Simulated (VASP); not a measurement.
# Ta (C2/m) in VASP: single point with PBE

Aim: the single point of Ta with PBE.

All numbers are computed with VASP 6.6.1; they aren't measurements. Logs are shortened: lines on timing, memory, paths and dates and some standing lists are left out, and cuts for length are marked.

### Step 1. The cell of the first run

The structure is monoclinic, space group C2/m (No. 12). Conventional cell: a = 4.944 Å, b = 2.855 Å, c = 3.525 Å, α = 90.00°, β = 134.36°, γ = 90.00°. Ta (site symmetry 2/m) has 14 Ta at 2.85 to 3.54 Å within 3.8 Å.

### Step 2. Single point, PBE

INCAR

```
SYSTEM = Ta
PREC = Accurate
ENCUT = 520
EDIFF = 1E-6
ISMEAR = 0
SIGMA = 0.1
LREAL = .False.
LASPH = .True.
NELM = 80
ALGO = Fast
ISIF = 2
LWAVE = .False.
LCHARG = .False.
GGA = PE
NBANDS = 12
ISYM = 0
```

KPOINTS

```
regular mesh
0
Gamma
  12 12 13
  0 0 0
```

POSCAR

```
Ta
1.0
    2.8276184546     -0.0155746161      0.3912044959
   -1.4272972405      2.4721513381      0.0000000000
    1.7620073468      1.0172954159      2.8786617583
Ta
1
Direct
    0.0000000000      0.0000000000      0.0000000000
```

Potentials or basis: VASP PAW PBE potentials, release 64 (Ta_pv).

Started as:

```bash
$ cat potpaw_PBE.64/Ta_pv/POTCAR > POTCAR
$ mpirun -np 1 vasp_std > vasp.out
```

OUTCAR:

```text
SYSTEM = Ta
   PREC = Accurate
   ENCUT = 520
   EDIFF = 1E-6
   ISMEAR = 0
   LREAL = .False.
   LASPH = .True.
   NELM = 80
   ISIF = 2
   GGA = PE
   ISYM = 0

 ion  position               nearest neighbor table
   1  0.000  0.000  0.000-

IMPORTANT INFORMATION: All symmetrisations will be switched off!
NOSYMM: (Re-)initialisation of all symmetry stuff for point group C_1.

----------------------------------------------------------------------------------------

                                     Primitive cell

  volume of cell :      17.7866

  direct lattice vectors                    reciprocal lattice vectors
     2.827618455 -0.015574616  0.391204496     0.400103176  0.230999676 -0.326533552
    -1.427297240  2.472151338  0.000000000     0.024895361  0.418879323 -0.163266776
     1.762007347  1.017295416  2.878661758    -0.054373238 -0.031392404  0.391758910

  length of vectors
     2.854594481  2.854594481  3.525089130     0.565745139  0.450261820  0.396758082

  position of ions in fractional coordinates (direct lattice)
     0.000000000  0.000000000  0.000000000

  ion indices of the primitive-cell ions
   primitive index   ion index
                 1           1

----------------------------------------------------------------------------------------

 KPOINTS: regular mesh

Automatic generation of k-mesh.
 Grid dimensions read from file:
 generate k-points for:   12   12   13

 Generating k-lattice:

  Cartesian coordinates                     Fractional coordinates (reciprocal lattice)
     0.033341931  0.019249973 -0.027211129     0.083333333  0.000000000 -0.000000000
     0.002074613  0.034906610 -0.013605565     0.000000000  0.083333333  0.000000000
    -0.004182557 -0.002414800  0.030135301     0.000000000 -0.000000000  0.076923077

  Length of vectors
     0.047145428  0.037521818  0.030519852

  Shift w.r.t. Gamma in fractional coordinates (k-lattice)
     0.000000000  0.000000000  0.000000000

 Subroutine IBZKPT returns following result:
 ===========================================

 Found    938 irreducible k-points:

 Following reciprocal coordinates:
            Coordinates               Weight
  0.000000  0.000000  0.000000      1.000000
  0.083333 -0.000000  0.000000      2.000000
  0.166667 -0.000000  0.000000      2.000000
  0.250000 -0.000000  0.000000      2.000000
  0.333333 -0.000000  0.000000      2.000000
  0.416667 -0.000000  0.000000      2.000000
[... 16 lines left out ...]
 -0.250000  0.166667 -0.000000      2.000000
  0.166667  0.166667  0.000000      2.000000
 [... further k-points ...]
   k-points           NKPTS =    938   k-points in BZ     NKDIM =    938   number of bands    NBANDS=     12
   number of dos      NEDOS =    301   number of ions     NIONS =      1
   total plane-waves  NPLWV =  16128
   dimension x,y,z NGX =    24 NGY =   24 NGZ =   28
   dimension x,y,z NGXF=    48 NGYF=   48 NGZF=   56
   ions per type =               1
   NGX,Y,Z   is equivalent  to a cutoff of  13.98, 13.98, 13.21 a.u.
   NGXF,Y,Z  is equivalent  to a cutoff of  27.95, 27.95, 26.41 a.u.
 SYSTEM =  Ta
   PREC   = accura    normal or accurate (medium, high low for compatibility)
   ISTART =      0    job   : 0-new  1-cont  2-samecut
   ICHARG =      2    charge: 1-file 2-atom 10-const
   ISPIN  =      1    spin polarized calculation?
   LNONCOLLINEAR =      F non collinear calculations
   LSORBIT =      F    spin-orbit coupling
   LASPH  =      T    aspherical Exc in radial PAW
   ENCUT  =  520.0 eV  38.22 Ry    6.18 a.u.   5.31  5.31  6.55*2*pi/ulx,y,z
   NELM   =     80;   NELMIN=  2; NELMDL= -5     # of ELM steps
   EDIFF  = 0.1E-05   stopping-criterion for ELM
   LREAL  =      F    real-space projection
   EDIFFG = 0.1E-04   stopping-criterion for IOM
   NSW    =      0    number of steps for IOM
   IBRION =     -1    ionic relax: 0-MD 1-quasi-New 2-CG
   NFREE  =      0    steps in history (QN), initial steepest desc. (CG)
   ISIF   =      2    stress and relaxation
   ISYM   =      0    0-nonsym 1-usesym 2-fastsym
   POTIM  = 0.5000    time-step for ionic-motion
   TEBEG  =    0.0;   TEEND  =   0.0 temperature during run
   PSTRESS=    0.0 pullay stress
   NELECT =      11.0000    total number of electrons
   NUPDOWN=      -1.0000    fix difference up-down
   EMIN   =  10.00;   EMAX   =-10.00  energy-range for DOS
   EFERMI =   0.00;   METHOD = LEGACY
   ISMEAR =     0;   SIGMA  =   0.10  broadening in eV -4-tet -1-fermi 0-gaus
   EFERMI_NEDOS =   21; number of points for ismear=-14 and -15
   IALGO  =     68    algorithm
   IMIX   =      4    mixing-type and parameters
     AMIX     =   0.40;   BMIX     =  1.00
     AMIX_MAG =   1.60;   BMIX_MAG =  1.00
  volume/ion in A,a.u.               =      17.79       120.03
  Fermi-wavevector in a.u.,A,eV,Ry     =   1.394787  2.635765 26.469185  1.945430
  Thomas-Fermi vector in A             =   2.518302
   LORBIT       =      0    0 simple, 1 ext, 2 COOP (PROOUT), +10 PAW based schemes
   GGA     = PE    functional components
   LHFCALC =     F    Hartree Fock is set to
   AEXX    =    0.0000 exact exchange contribution
   IVDW    =     0    specifies the selected vdW correction
   LEPSILON=     F    determine dielectric tensor
   LRPA    =     F    only Hartree local field effects (RPA)
 non-spin polarized calculation
 RMM-DIIS sequential band-by-band and
 Gauss-broadening in eV      SIGMA  =   0.10
  energy-cutoff  :      520.00
  volume of cell :       17.79
 maximum number of plane-waves:       495
 NGX is ok and might be reduce to    24
   NGX = 11   NGY = 11   NGZ = 13

 number of electron      11.0000001 magnetization

 Free energy of the ion-electron system (eV)
  ---------------------------------------------------
  ext. energy  EPLUGINS =         0.00000000
  ---------------------------------------------------
  free energy    TOTEN  =       -11.65937460 eV

  energy without entropy =      -11.65518654  energy(sigma->0) =      -11.65728057

 E-fermi :   5.8688     XC(G=0): -12.6696

 val. band max:        5.8603173445   @ k =   0.0000   0.5000   0.3077
 cond. band min:       5.8700939874   @ k =   0.1667   0.0833  -0.3077
 fundamental gap:      0.0097766429
 Fermi energy:         5.8687550883

 k-point     1 :       0.0000    0.0000    0.0000
  band No.  band energies     occupation
      1     -27.5147      2.00000
      2     -27.4462      2.00000
      3     -27.2953      2.00000
      4      -2.3589      2.00000
      5       4.7083      2.00000
      6       7.2503      0.00000
      7       7.6575      0.00000
      8       7.9671      0.00000
      9      11.1739      0.00000
     10      19.5534      0.00000
     11      19.8775      0.00000
     12      20.3270      0.00000

 k-point     2 :       0.0833   -0.0000    0.0000
  band No.  band energies     occupation
      1     -27.5927      2.00000
      2     -27.5282      2.00000
      3     -27.3285      2.00000
      4      -1.8258      2.00000
      5       4.8521      2.00000
      6       6.8153      0.00000
      7       7.7822      0.00000
      8       8.1279      0.00000
      9      10.8450      0.00000
     10      20.3020      0.00000
     11      20.3337      0.00000
     12      20.6888      0.00000

 k-point     3 :       0.1667   -0.0000    0.0000
  band No.  band energies     occupation
      1     -27.8118      2.00000
      2     -27.7171      2.00000
      3     -27.4199      2.00000
      4      -0.3914      2.00000
      5       5.3377      2.00000
      6       5.6577      1.99717
      7       8.0948      0.00000
      8       8.7521      0.00000
      9      10.1072      0.00000
     10      20.3216      0.00000
     11      21.6662      0.00000
     12      22.0700      0.00000

 k-point     4 :       0.2500   -0.0000    0.0000
  band No.  band energies     occupation
      1     -28.0716      2.00000
      2     -27.9528      2.00000
      3     -27.5457      2.00000
      4       1.3670      2.00000
      5       4.2129      2.00000
      6       6.3482      0.00000
      7       8.7688      0.00000
      8       9.1242      0.00000
      9       9.7775      0.00000
     10      20.3176      0.00000
     11      21.1759      0.00000
     12      22.5014      0.00000

 k-point     5 :       0.3333   -0.0000    0.0000
  band No.  band energies     occupation
      1     -28.2783      2.00000
      2     -28.1766      2.00000
      3     -27.6725      2.00000
      4       2.2460      2.00000
      5       2.9327      2.00000
      6       7.9243      0.00000
      7       9.2773      0.00000
      8       9.9428      0.00000
      9      10.9922      0.00000
     10      19.6863      0.00000
     11      20.3206      0.00000
     12      22.5171      0.00000
[... 228 lines left out ...]
      1     -27.7328      2.00000
      2     -27.5812      2.00000
      3     -27.4484      2.00000
      4      -1.0551      2.00000
      5       4.8718      2.00000
      6       6.5184      0.00000
      7       7.7173      0.00000
      8       8.3236      0.00000
      9      10.2981      0.00000
     10      20.3252      0.00000
     11      21.3610      0.00000
     12      22.3653      0.00000

 k-point    22 :       0.0833    0.1667    0.0000
  band No.  band energies     occupation
      1     -27.9803      2.00000
      2     -27.7282      2.00000
      3     -27.4824      2.00000
      4       0.2075      2.00000
      5       4.7797      2.00000
      6       5.5637      1.99998
      7       8.6976      0.00000
      8       9.1467      0.00000
      9      10.0328      0.00000
     10      20.1119      0.00000
     11      20.3555      0.00000
     12      23.6258      0.00000

 k-point    23 :      -0.2500    0.1667   -0.0000
  band No.  band energies     occupation
      1     -27.9803      2.00000
      2     -27.7282      2.00000
      3     -27.4824      2.00000
      4       0.2075      2.00000
      5       4.7797      2.00000
      6       5.5637      1.99998
      7       8.6976      0.00000
      8       9.1467      0.00000
      9      10.0328      0.00000
     10      20.1119      0.00000
     11      20.3555      0.00000
     12      23.6263      0.00000

 k-point    24 :       0.1667    0.1667    0.0000
  band No.  band energies     occupation
      1     -28.1991      2.00000
      2     -27.9287      2.00000
      3     -27.5995      2.00000
      4       1.7581      2.00000
      5       4.5138      2.00000
      6       5.2656      2.00000
      7       8.4273      0.00000
      8      10.1177      0.00000
      9      10.8094      0.00000
     10      19.8773      0.00000
     11      20.3486      0.00000
     12      22.6968      0.00000

 [... further k-points ...]
[... 5 lines left out ...]
  --------------------------------------------------------------------------------------
  -------------------------------------------------------------------------------------
  Total        1.0431413      2.2112463      0.0291631     -1.0116086      0.0398690      0.0690555
  in kB       93.9636855    199.1837945      2.6269434    -91.1232894      3.5913009      6.2203561
  external PRESSURE =      98.5914745 kB  Pullay stress =       0.0000000 kB

 VOLUME and BASIS-vectors are now :
 -----------------------------------------------------------------------------
  energy-cutoff  :      520.00
  volume of cell :       17.79
      direct lattice vectors                 reciprocal lattice vectors
     2.827618455 -0.015574616  0.391204496     0.400103176  0.230999676 -0.326533552
    -1.427297240  2.472151338  0.000000000     0.024895361  0.418879323 -0.163266776
     1.762007347  1.017295416  2.878661758    -0.054373238 -0.031392404  0.391758910

 POSITION                                       TOTAL-FORCE (eV/Angst)
 -----------------------------------------------------------------------------------
      0.00000      0.00000      0.00000        -0.000002      0.000001      0.000001
 -----------------------------------------------------------------------------------
    total drift:                               -0.000002      0.000001      0.000001

  FREE ENERGIE OF THE ION-ELECTRON SYSTEM (eV)
  ---------------------------------------------------
  free  energy   TOTEN  =       -11.6593746046 eV

  energy  without entropy=      -11.6551865430  energy(sigma->0) =      -11.65728057
```

Run time: 11 min. Hardware: 1 thread of AMD EPYC 7R13, shared host; peak memory 0.28 GiB.

What came out:

| Quantity | Value |
| --- | --- |
| Free energy | -11.6594 eV |
| Pressure | 9.9 GPa |

Stress tensor (GPa, compression positive):
```
 9.40 -9.11  0.62
-9.11 19.92  0.36
 0.62  0.36  0.26
```

Caveat: spin-orbit coupling is left out, which moves the levels of the heavy elements.
